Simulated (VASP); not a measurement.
# H6C3F4 in VASP: further runs

Runs on H6C3F4. Level: r2SCAN+D3(BJ). Tasks: single point, relaxation of the atoms.

Program: VASP 6.6.1. These are calculated values, not measurements. Logs are shortened: lines on timing, memory, paths and dates and some standing lists are left out, and cuts for length are marked.

### 1 The cell of the first run

The cell holds a disordered packing, 39 atoms: a = 7.906 Å, b = 7.906 Å, c = 7.906 Å, α = 90.00°, β = 90.00°, γ = 90.00°.

### 2 Single point, r2SCAN+D3(BJ)

Input file POSCAR:

```
H6C3F4
1.0
    7.9056630000      0.0000000000      0.0000000000
    0.0000000000      7.9056630000      0.0000000000
    0.0000000000      0.0000000000      7.9056630000
C H F
9 18 12
Direct
    0.9103094832      0.7605560723      0.0501159738
    0.9069701048      0.5875282060      0.1393558010
    0.8750309746      0.3266772186      0.7232916455
    0.7548513009      0.3555426028      0.5773076844
   -0.0393135908      0.8869970804      0.5070289487
    0.1141839717      0.7765319620      0.5446096045
    0.4326139376      0.5828353675      0.9948438227
    0.3608426011      0.0987140484      0.9551507571
    0.3265760253      0.2369314250      0.3984612043
    1.0369402288      0.7904586877      0.0108656289
    0.8248644042      0.7604548790     -0.0579837516
    0.8737028128      0.8693009049      0.1314247774
    0.7835648952      0.5520726092      0.2026522001
    0.9591731902      0.4874480483      0.0506851860
    1.0017502643      0.5916771307      0.2412321395
    0.9491677042      0.4467809974      0.7439856720
    0.8220183431      0.2930304517      0.8473546115
    0.9793612503      0.2347937169      0.6858121830
    0.7182699288      0.2420543350      0.5171735754
    0.6437031277      0.4157779050      0.6261081455
    0.8068519996      0.4291480677      0.4799723945
   -0.1412025785      0.8885276289      0.6047057660
    0.0051355592      1.0113509771      0.4576845737
   -0.1044820656      0.8306450705      0.3973480782
    0.2017161622      0.7562680069      0.4401148898
    0.1971877627      0.8342374321      0.6450692371
    0.0834338625      0.6488892835      0.5857193761
    0.5149473232      0.7302107363      1.0143108807
    0.3161910646      0.5599783345      1.1120888912
    0.3583633656      0.5874649602      0.8450271660
    0.5391704655      0.4590759814      1.0030910753
    0.4793778839      0.1197243040      1.0682089535
    0.2579163822     -0.0227305414      1.0063419096
    0.2650884562      0.2342498030      0.9320407409
    0.4324621477      0.0498503415      0.8097992540
    0.3936798217      0.0834212134      0.4188769493
    0.1922672393      0.2198424092      0.3010626686
    0.2765865431      0.2945357018      0.5486699850
    0.4438463921      0.3444998857      0.3348991729
```

Input file INCAR.step1:

```
  ALGO = Normal
  EDIFF = 1E-4
  ENCUT = 520
  GGA = PE
  ISMEAR = -1
  LASPH = T
  LCHARG = F
  LREAL = Auto
  LWAVE = T
  NBANDS = 94
  NELM = 80
  PREC = Accurate
  SIGMA = 0.02
```

Input file INCAR.step2:

```
  ALGO = Normal
  EDIFF = 1E-6
  ENCUT = 520
  ISIF = 2
  ISMEAR = -1
  ISTART = 1
  IVDW = 12
  LASPH = T
  LCHARG = F
  LMIXTAU = T
  LREAL = Auto
  LWAVE = F
  METAGGA = R2SCAN
  NBANDS = 94
  NELM = 80
  PREC = Accurate
  SIGMA = 0.02
  VDW_A1 = 0.49484001
  VDW_A2 = 5.73083694
  VDW_S6 = 1.0
  VDW_S8 = 0.78981345
```

Input file KPOINTS:

```
k-points
0
Gamma
  1 1 1
```

Potentials or basis: VASP PAW PBE potentials, release 64 (C, H, F).

Run with:

```
> cat potpaw_PBE.64/C/POTCAR potpaw_PBE.64/H/POTCAR potpaw_PBE.64/F/POTCAR > POTCAR
> cp INCAR.step1 INCAR
> mpirun -np 1 vasp_gam > vasp.out
> cp INCAR.step2 INCAR
> mpirun -np 1 vasp_gam > vasp.out
```

OUTCAR:

```text
EDIFF = 1E-6
   ENCUT = 520
   ISIF = 2
   ISMEAR = -1
   ISTART = 1
   IVDW = 12
   LASPH = T
   LREAL = Auto
   METAGGA = R2SCAN
   NELM = 80
   PREC = Accurate
 IVDW          = 12

 ion  position               nearest neighbor table
   1  0.910  0.761  0.050-  10 1.07  11 1.09  12 1.11   2 1.54
   2  0.907  0.588  0.139-  15 1.10  13 1.13  14 1.13   1 1.54
   3  0.875  0.327  0.723-  17 1.10  16 1.13  18 1.14   4 1.51
   4  0.755  0.356  0.577-  21 1.05  19 1.06  20 1.07   3 1.51
   5  0.961  0.887  0.507-  24 1.10  23 1.11  22 1.12   6 1.52
   6  0.114  0.777  0.545-  27 1.09  25 1.09  26 1.13   5 1.52
   7  0.433  0.583  0.995-  31 1.29  29 1.32  30 1.32  28 1.34
   8  0.361  0.099  0.955-  32 1.31  33 1.32  34 1.32  35 1.34
   9  0.327  0.237  0.398-  37 1.32  38 1.33  36 1.33  39 1.35
  10  0.037  0.790  0.011-   1 1.07
  11  0.825  0.760  0.942-   1 1.09
  12  0.874  0.869  0.131-   1 1.11
  13  0.784  0.552  0.203-   2 1.13
  14  0.959  0.487  0.051-   2 1.13
  15  0.002  0.592  0.241-   2 1.10
[... 22 lines left out ...]
  38  0.277  0.295  0.549-   9 1.33
  39  0.444  0.344  0.335-   9 1.35

  LATTYP: Found a simple cubic cell.
 ALAT       =     7.9056630000

  Lattice vectors:

 A1 = (   7.9056630000,   0.0000000000,   0.0000000000)
 A2 = (   0.0000000000,   7.9056630000,   0.0000000000)
 A3 = (   0.0000000000,   0.0000000000,   7.9056630000)

Analysis of symmetry for initial positions (statically):
=====================================================================
 Subroutine PRICEL returns:
 Original cell was already a primitive cell.

 Routine SETGRP: Setting up the symmetry group for a
 simple cubic supercell.

 Subroutine GETGRP returns: Found  1 space group operations
 (whereof  1 operations were pure point group operations)
 out of a pool of 48 trial point group operations.

The static configuration has the point symmetry C_1 .

Analysis of symmetry for dynamics (positions and initial velocities):
=====================================================================
 Subroutine PRICEL returns:
 Original cell was already a primitive cell.

 Routine SETGRP: Setting up the symmetry group for a
 simple cubic supercell.

 Subroutine GETGRP returns: Found  1 space group operations
 (whereof  1 operations were pure point group operations)
 out of a pool of 48 trial point group operations.

The dynamic configuration has the point symmetry C_1 .

 Subroutine INISYM returns: Found  1 space group operations
 (whereof  1 operations are pure point group operations),
 and found     1 'primitive' translations

----------------------------------------------------------------------------------------

                                     Primitive cell

  volume of cell :     494.1000

  direct lattice vectors                    reciprocal lattice vectors
     7.905663000  0.000000000  0.000000000     0.126491605  0.000000000  0.000000000
     0.000000000  7.905663000  0.000000000     0.000000000  0.126491605  0.000000000
     0.000000000  0.000000000  7.905663000     0.000000000  0.000000000  0.126491605

  length of vectors
     7.905663000  7.905663000  7.905663000     0.126491605  0.126491605  0.126491605

  position of ions in fractional coordinates (direct lattice)
     0.910309483  0.760556072  0.050115974
     0.906970105  0.587528206  0.139355801
     0.875030975  0.326677219  0.723291645
     0.754851301  0.355542603  0.577307684
     0.960686409  0.886997080  0.507028949
     0.114183972  0.776531962  0.544609605
[... 31 lines left out ...]
     0.276586543  0.294535702  0.548669985
     0.443846392  0.344499886  0.334899173

  ion indices of the primitive-cell ions
   primitive index   ion index
                 1           1
                 2           2
                 3           3
                 4           4
                 5           5
                 6           6
[... 31 lines left out ...]
                38          38
                39          39

----------------------------------------------------------------------------------------

 KPOINTS: k-points

Automatic generation of k-mesh.
 Grid dimensions read from file:
 generate k-points for:    1    1    1

 Generating k-lattice:

  Cartesian coordinates                     Fractional coordinates (reciprocal lattice)
     0.126491605  0.000000000  0.000000000     1.000000000  0.000000000  0.000000000
     0.000000000  0.126491605  0.000000000     0.000000000  1.000000000  0.000000000
     0.000000000  0.000000000  0.126491605     0.000000000  0.000000000  1.000000000

  Length of vectors
     0.126491605  0.126491605  0.126491605

  Shift w.r.t. Gamma in fractional coordinates (k-lattice)
     0.000000000  0.000000000  0.000000000

 Subroutine IBZKPT returns following result:
 ===========================================

 Found      1 irreducible k-points:

 Following reciprocal coordinates:
            Coordinates               Weight
  0.000000  0.000000  0.000000      1.000000
   k-points           NKPTS =      1   k-points in BZ     NKDIM =      1   number of bands    NBANDS=     94
   number of dos      NEDOS =    301   number of ions     NIONS =     39
   total plane-waves  NPLWV = 216000
   dimension x,y,z NGX =    60 NGY =   60 NGZ =   60
   dimension x,y,z NGXF=   120 NGYF=  120 NGZF=  120
   ions per type =               9  18  12
   NGX,Y,Z   is equivalent  to a cutoff of  12.62, 12.62, 12.62 a.u.
   NGXF,Y,Z  is equivalent  to a cutoff of  25.23, 25.23, 25.23 a.u.
 SYSTEM =  unknown system
   PREC   = accura    normal or accurate (medium, high low for compatibility)
   ISTART =      1    job   : 0-new  1-cont  2-samecut
   ICHARG =      0    charge: 1-file 2-atom 10-const
   ISPIN  =      1    spin polarized calculation?
   LNONCOLLINEAR =      F non collinear calculations
   LSORBIT =      F    spin-orbit coupling
   LASPH  =      T    aspherical Exc in radial PAW
   ENCUT  =  520.0 eV  38.22 Ry    6.18 a.u.  14.70 14.70 14.70*2*pi/ulx,y,z
   NELM   =     80;   NELMIN=  2; NELMDL=  0     # of ELM steps
   EDIFF  = 0.1E-05   stopping-criterion for ELM
   LREAL  =      T    real-space projection
   EDIFFG = 0.1E-04   stopping-criterion for IOM
   NSW    =      0    number of steps for IOM
   IBRION =     -1    ionic relax: 0-MD 1-quasi-New 2-CG
   NFREE  =      0    steps in history (QN), initial steepest desc. (CG)
   ISIF   =      2    stress and relaxation
   ISYM   =      2    0-nonsym 1-usesym 2-fastsym
   POTIM  = 0.5000    time-step for ionic-motion
   TEBEG  =    0.0;   TEEND  =   0.0 temperature during run
   PSTRESS=    0.0 pullay stress
   NELECT =     138.0000    total number of electrons
   NUPDOWN=      -1.0000    fix difference up-down
   EMIN   =  10.00;   EMAX   =-10.00  energy-range for DOS
   EFERMI =   0.00;   METHOD = LEGACY
   ISMEAR =    -1;   SIGMA  =   0.02  broadening in eV -4-tet -1-fermi 0-gaus
   EFERMI_NEDOS =   21; number of points for ismear=-14 and -15
   IALGO  =     38    algorithm
   IMIX   =      4    mixing-type and parameters
     AMIX     =   0.40;   BMIX     =  1.00
     AMIX_MAG =   1.60;   BMIX_MAG =  1.00
  volume/ion in A,a.u.               =      12.67        85.50
  Fermi-wavevector in a.u.,A,eV,Ry     =   1.070113  2.022220 15.580595  1.145141
  Thomas-Fermi vector in A             =   2.205813
   LORBIT       =      0    0 simple, 1 ext, 2 COOP (PROOUT), +10 PAW based schemes
   METAGGA = R2SCAN    functional components
   LHFCALC =     F    Hartree Fock is set to
   AEXX    =    0.0000 exact exchange contribution
   IVDW    =    12    specifies the selected vdW correction
   LEPSILON=     F    determine dielectric tensor
   LRPA    =     F    only Hartree local field effects (RPA)
 non-spin polarized calculation
  energy-cutoff  :      520.00
  volume of cell :      494.10
 maximum number of plane-waves:      6651
 NGX is ok and might be reduce to    60
   NGX = 29   NGY = 29   NGZ = 29

 number of electron     137.9999977 magnetization

 Free energy of the ion-electron system (eV)
  ---------------------------------------------------
  ext. energy  EPLUGINS =         0.00000000
  ---------------------------------------------------
  free energy    TOTEN  =      -221.60351778 eV

  energy without entropy =     -221.60351778  energy(sigma->0) =     -221.60351778

 E-fermi :  -3.8805     XC(G=0):  -6.8114

 val. band max:       -4.4099730001   @ k =   0.0000   0.0000   0.0000
 cond. band min:       2.7871016636   @ k =   0.0000   0.0000   0.0000
 fundamental gap:      7.1970746636
 Fermi energy:        -3.8805293077

 k-point     1 :       0.0000    0.0000    0.0000
  band No.  band energies     occupation
      1     -33.4177      2.00000
      2     -33.3383      2.00000
      3     -33.1006      2.00000
      4     -30.5372      2.00000
      5     -30.4666      2.00000
      6     -30.2971      2.00000
[... 73 lines left out ...]
     80       5.9598      0.00000
     81       6.1108      0.00000
 [bands above 81 left out]

------------------------ aborting loop because EDIFF is reached ----------------------------------------

 Edisp (eV)   -0.64166

 E8    (eV) :    -0.1026

  FORCE on cell =-STRESS in cart. coord.  units (eV):
  Direction    XX          YY          ZZ          XY          YZ          ZX
  --------------------------------------------------------------------------------------
  -------------------------------------------------------------------------------------
  Total      -0.54810     0.31944     2.81476    -0.89601    -0.83778     3.08518
  in kB      -1.77729     1.03581     9.12718    -2.90543    -2.71662    10.00407
  external pressure =        2.80 kB  Pullay stress =        0.00 kB

 VOLUME and BASIS-vectors are now :
 -----------------------------------------------------------------------------
  energy-cutoff  :      520.00
  volume of cell :      494.10
      direct lattice vectors                 reciprocal lattice vectors
     7.905663000  0.000000000  0.000000000     0.126491605  0.000000000  0.000000000
     0.000000000  7.905663000  0.000000000     0.000000000  0.126491605  0.000000000
     0.000000000  0.000000000  7.905663000     0.000000000  0.000000000  0.126491605

 POSITION                                       TOTAL-FORCE (eV/Angst)
 -----------------------------------------------------------------------------------
      7.19660      6.01270      0.39620        -0.831081      0.013996      0.550074
      7.17020      4.64480      1.10170         0.566067     -0.255673      0.280841
      6.91770      2.58260      5.71810         2.583939      0.404058     -0.252981
      5.96760      2.81080      4.56400        -0.270368     -0.402042      1.516629
      7.59486      7.01230      4.00840        -0.238811     -0.425721     -1.283428
      0.90270      6.13900      4.30550         0.914403      0.372314      1.344529
[... 31 lines left out ...]
      2.18660      2.32850      4.33760         0.049411      0.271944      0.192248
      3.50890      2.72350      2.64760        -0.829972     -0.672590      0.110147
 -----------------------------------------------------------------------------------
    total drift:                               -0.003726     -0.013416      0.027277

  FREE ENERGIE OF THE ION-ELECTRON SYSTEM (eV)
  ---------------------------------------------------
  free  energy   TOTEN  =      -222.2451809003 eV

  energy  without entropy=     -222.2451809003  energy(sigma->0) =     -222.24518090
```

It took 2.9 min on 1 thread of Intel Xeon 6975P-C (Granite Rapids), shared host; peak memory 0.53 GiB.

Results:

| Property | Result |
| --- | --- |
| Free energy | -222.2452 eV |
| Pressure | 0.3 GPa |
| Largest force | 2.628 eV/Å |
| Band gap on the k mesh | 7.20 eV |
| Dispersion energy per atom | -0.016 eV |

Forces on the atoms (eV/Å):
```
C   -0.831  0.014  0.550
C    0.566 -0.256  0.281
C    2.584  0.404 -0.253
C   -0.270 -0.402  1.517
C   -0.239 -0.426 -1.283
C    0.914  0.372  1.345
C   -0.448  1.210 -0.357
C   -0.557 -0.950 -0.880
C    0.673 -0.099  0.725
H    0.421 -0.111 -0.428
H    0.135  0.101 -0.166
H   -0.076 -0.629 -0.155
H    0.971  0.216 -0.942
H   -0.967  0.657  0.753
H   -0.212 -0.066  0.039
H   -0.578 -0.683  0.101
H   -0.147 -0.186 -0.515
H   -1.097  0.539  0.559
H   -0.501 -1.290 -0.342
H   -0.737  0.456 -0.061
H    0.762  1.105 -0.918
H    1.035  0.461 -0.163
H   -0.609 -0.341  0.788
H    0.066  0.098  0.143
H   -0.220  0.341 -0.497
H   -0.687 -0.423 -0.471
H   -0.301 -0.071  0.240
F   -0.117 -0.049  0.458
F   -0.553  0.478  0.636
F   -0.358 -0.133 -0.780
F    1.410 -1.339 -0.133
F    0.727  0.617  0.702
F   -0.500 -0.860  0.389
F    0.335  0.787 -0.124
F    0.038  0.328 -0.230
F    0.403  0.029 -0.026
F   -0.254  0.502 -0.806
F    0.049  0.272  0.192
F   -0.830 -0.673  0.110
```

Stress tensor (GPa, compression positive):
```
-0.18 -0.29  1.00
-0.29  0.10 -0.27
 1.00 -0.27  0.91
```

Caveat: the k points lie up to 0.79 Å⁻¹ apart; the atoms stand as in a frame of molecular dynamics; the PAW data sets were made with another functional, which shifts forces and pressure a little.

(Part 1 of 3 ends here.)
